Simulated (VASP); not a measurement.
# RbBr (Fm-3m) in VASP: a series of runs, part 2 of 2

VASP 6.6.1. The steps go on from the part before.

### Step 3. Single point, PBEsol

This run uses another cell than the first one, of 33.48 Å³/atom, 1.081 times its volume.

The input, INCAR:

```
SYSTEM = RbBr
  ALGO = Normal
  EDIFF = 1E-6
  ENCUT = 520
  GGA = PS
  ISIF = 2
  ISMEAR = 0
  LASPH = .True.
  LCHARG = .True.
  LELF = .True.
  LREAL = .False.
  LVHAR = .True.
  LWAVE = .False.
  NBANDS = 15
  NELM = 100
  PREC = Accurate
  SIGMA = 0.01
```

The input, KPOINTS:

```
k-points
0
Gamma
  6 6 6
  0 0 0
```

The input, POSCAR:

```
RbBr
1.0
    0.0000000000      3.2230027720      3.2230027720
    3.2230027720      0.0000000000      3.2230027720
    3.2230027720      3.2230027720      0.0000000000
Rb Br
1 1
Direct
    0.0000000000      0.0000000000      0.0000000000
    0.5000000000      0.5000000000      0.5000000000
```

Potentials or basis: VASP PAW PBE potentials, release 64 (Rb_sv, Br).

On the command line:

```console
> cat potpaw_PBE.64/Rb_sv/POTCAR potpaw_PBE.64/Br/POTCAR > POTCAR
> mpirun -np 1 vasp_std > vasp.out
```

Wall time 11 s (1 thread of Intel Xeon 6975P-C (Granite Rapids), shared host); peak memory 0.2 GiB.

Results (log left out):

```yaml
Free_energy: -6.2139 eV
Pressure: 4.1 GPa
Band_gap_on_the_k_mesh: 4.68 eV, direct
```

Levels at points of the mesh, in eV from the valence-band top:
| k point | band 5 | band 6 | band 7 | band 8 | band 9 | band 10 | band 11 | band 12 |
| --- | --- | --- | --- | --- | --- | --- | --- | --- |
| (0.00, 0.00, 0.00) | -8.14 | 0.00 | 0.00 | 0.00 | 4.68 | 7.15 | 7.15 | 7.15 |
| (0.50, 0.00, 0.00) | -8.01 | -1.39 | -0.58 | -0.58 | 7.09 | 8.19 | 9.93 | 9.93 |
| (0.50, 0.50, 0.00) | -8.29 | -0.49 | -0.15 | -0.15 | 5.18 | 7.73 | 9.45 | 9.99 |

Caveat: the PAW data sets were made with another functional, which shifts forces and pressure a little. A k mesh can miss the band edges.

### Step 4. Single point, PBEsol

This run uses another cell than the first one, of 35.98 Å³/atom, 1.162 times its volume.

The input, INCAR:

```
PREC     = Accurate       # precision mode
ENCUT    = 520            # plane-wave cutoff, eV
EDIFF    = 1E-6           # SCF threshold, eV
ISMEAR   = 0              # smearing method
SIGMA    = 0.01           # smearing width, eV
LREAL    = F              # projectors in reciprocal space
LASPH    = T              # aspherical terms in the spheres
NELM     = 60             # most SCF steps
ALGO     = Normal         # electronic algorithm
ISIF     = 2              # what is computed and relaxed
LWAVE    = F              # write WAVECAR
LCHARG   = T              # write CHGCAR
GGA      = PS             # functional
LELF     = T              # ELF
LVHAR    = T            
NBANDS   = 15             # bands
```

The input, KPOINTS:

```
Automatic mesh
0
Gamma
  6 6 6
```

The input, POSCAR:

```
RbBr
1.0
    0.0000000000      3.3013120776      3.3013120776
    3.3013120776      0.0000000000      3.3013120776
    3.3013120776      3.3013120776      0.0000000000
Rb Br
1 1
Direct
    0.0000000000      0.0000000000      0.0000000000
    0.5000000000      0.5000000000      0.5000000000
```

Potentials or basis: VASP PAW PBE potentials, release 64 (Rb_sv, Br).

On the command line:

```console
> cat potpaw_PBE.64/Rb_sv/POTCAR potpaw_PBE.64/Br/POTCAR > POTCAR
> mpirun -np 1 vasp_std > vasp.out
```

OUTCAR:

```text
PREC = Accurate
   ENCUT = 520
   EDIFF = 1E-6
   ISMEAR = 0
   LREAL = F
   LASPH = T
   NELM = 60
   ISIF = 2
   GGA = PS

 ion  position               nearest neighbor table
   1  0.000  0.000  0.000-   2 3.30   2 3.30   2 3.30   2 3.30   2 3.30   2 3.30
   2  0.500  0.500  0.500-   1 3.30   1 3.30   1 3.30   1 3.30   1 3.30   1 3.30

  LATTYP: Found a face centered cubic cell.
 ALAT       =     6.6026241552

  Lattice vectors:
[... 462 lines left out ...]
     14       9.9001      0.00000
     15      10.4832      0.00000

------------------------ aborting loop because EDIFF is reached ----------------------------------------

  FORCE on cell =-STRESS in cart. coord.  units (eV):
  Direction    XX          YY          ZZ          XY          YZ          ZX
  --------------------------------------------------------------------------------------
  -------------------------------------------------------------------------------------
  Total        0.9169935      0.9169935      0.9169935     -0.0000000      0.0000000      0.0000000
  in kB       20.4167735     20.4167735     20.4167735     -0.0000000      0.0000000      0.0000000
  external PRESSURE =      20.4167735 kB  Pullay stress =       0.0000000 kB

 VOLUME and BASIS-vectors are now :
 -----------------------------------------------------------------------------
  energy-cutoff  :      520.00
  volume of cell :       71.96
      direct lattice vectors                 reciprocal lattice vectors
     0.000000000  3.301312078  3.301312078    -0.151454933  0.151454933  0.151454933
     3.301312078  0.000000000  3.301312078     0.151454933 -0.151454933  0.151454933
     3.301312078  3.301312078  0.000000000     0.151454933  0.151454933 -0.151454933

 POSITION                                       TOTAL-FORCE (eV/Angst)
 -----------------------------------------------------------------------------------
      0.00000      0.00000      0.00000         0.000000      0.000000      0.000000
      3.30131      3.30131      3.30131        -0.000000      0.000000     -0.000000
 -----------------------------------------------------------------------------------
    total drift:                                0.000000      0.000000      0.000000

  FREE ENERGIE OF THE ION-ELECTRON SYSTEM (eV)
  ---------------------------------------------------
  free  energy   TOTEN  =        -6.3072994378 eV

  energy  without entropy=       -6.3072994378  energy(sigma->0) =       -6.30729944
```

stdout:

```text
POSCAR found type information on POSCAR RbBr
 POSCAR found :  2 types and       2 ions
 scaLAPACK will be used
 -----------------------------------------------------------------------------
|                                                                             |
|                                                                             |
|     You enforced a specific xc type in the INCAR file but a different       |
|     I HOPE YOU KNOW WHAT YOU ARE DOING!                                     |
|                                                                             |
 -----------------------------------------------------------------------------

 LDA part: xc-table for (Slater+PW92), standard interpolation
 POSCAR, INCAR and KPOINTS ok, starting setup
 FFT: planning ... GRIDC
 FFT: planning ... GRID_SOFT
 FFT: planning ... GRID
 WAVECAR not read
 entering main loop
```

Wall time 9.6 s (1 thread of Intel Xeon 6975P-C (Granite Rapids), shared host); peak memory 0.2 GiB.

Results:

* Free energy: -6.3073 eV
* Pressure: 2.0 GPa
* Band gap on the k mesh: 4.48 eV, direct

Caveat: the PAW data sets were made with another functional, which shifts forces and pressure a little.

### Step 5. Single point, PBEsol

This run uses another cell than the first one, of 37.68 Å³/atom, 1.217 times its volume.

The input, INCAR:

```
SYSTEM = RbBr
PREC     = Accurate       ! precision mode
ENCUT    = 520            ! plane-wave cutoff, eV
EDIFF    = 1E-7           ! SCF threshold, eV
ISMEAR   = 0              ! smearing method
SIGMA    = 0.01           ! smearing width, eV
LREAL    = .False.        ! projectors in reciprocal space
LASPH    = .True.         ! aspherical terms in the spheres
NELM     = 60             ! most SCF steps
ALGO     = Normal         ! electronic algorithm
ISIF     = 2              ! what is computed and relaxed
LWAVE    = .False.        ! write WAVECAR
LCHARG   = .False.        ! write CHGCAR
GGA      = PS             ! functional
NBANDS   = 15             ! bands
```

The input, KPOINTS:

```
regular mesh
0
Gamma
  6 6 6
  0 0 0
```

The input, POSCAR:

```
RbBr
1.0
    0.0000000000      3.3525799851      3.3525799851
    3.3525799851      0.0000000000      3.3525799851
    3.3525799851      3.3525799851      0.0000000000
Rb Br
1 1
Direct
    0.0000000000      0.0000000000      0.0000000000
    0.5000000000      0.5000000000      0.5000000000
```

On the command line:

```console
> cat potpaw_PBE.64/Rb_sv/POTCAR potpaw_PBE.64/Br/POTCAR > POTCAR
> mpirun -np 1 vasp_std > vasp.out
```

It took 9.2 s on 1 thread of Intel Xeon 6975P-C (Granite Rapids), shared host; peak memory 0.2 GiB.

It converged, with:

```yaml
Free_energy: -6.3398 eV
Pressure: 1.1 GPa
Band_gap_on_the_k_mesh: 4.37 eV, direct
```

Levels at points of the mesh, in eV from the valence-band top:
| k point | band 6 | band 7 | band 8 | band 9 | band 10 | band 11 |
| --- | --- | --- | --- | --- | --- | --- |
| (0.00, 0.00, 0.00) | 0.00 | 0.00 | 0.00 | 4.37 | 7.20 | 7.20 |
| (0.50, 0.00, 0.00) | -1.14 | -0.43 | -0.43 | 6.82 | 7.83 | 9.62 |
| (0.50, 0.50, 0.00) | -0.50 | -0.16 | -0.16 | 5.40 | 7.26 | 9.27 |

Caveat: the PAW data sets were made with another functional, which shifts forces and pressure a little.

### Step 6. Summary

```tsv
cell	gap on the mesh (eV)	pressure (GPa)
a = 4.441 Å, angles 60.0°, 2 atoms	4.92	7.1
a = 4.558 Å, angles 60.0°, 2 atoms	4.68	4.1
a = 4.669 Å, angles 60.0°, 2 atoms	4.48	2.0
a = 4.741 Å, angles 60.0°, 2 atoms	4.37	1.1
```

Alike in all rows: task single point; level PBEsol; potentials or basis VASP PAW PBE potentials, release 64 (Rb_sv, Br); no spin polarisation; k mesh 6 × 6 × 6; cutoff (eV) 520; smearing gaussian 0.01 eV.

Caveats: the PAW data sets were made with another functional, which shifts forces and pressure a little.

Absolute energies hang on the potentials; compare differences alone.
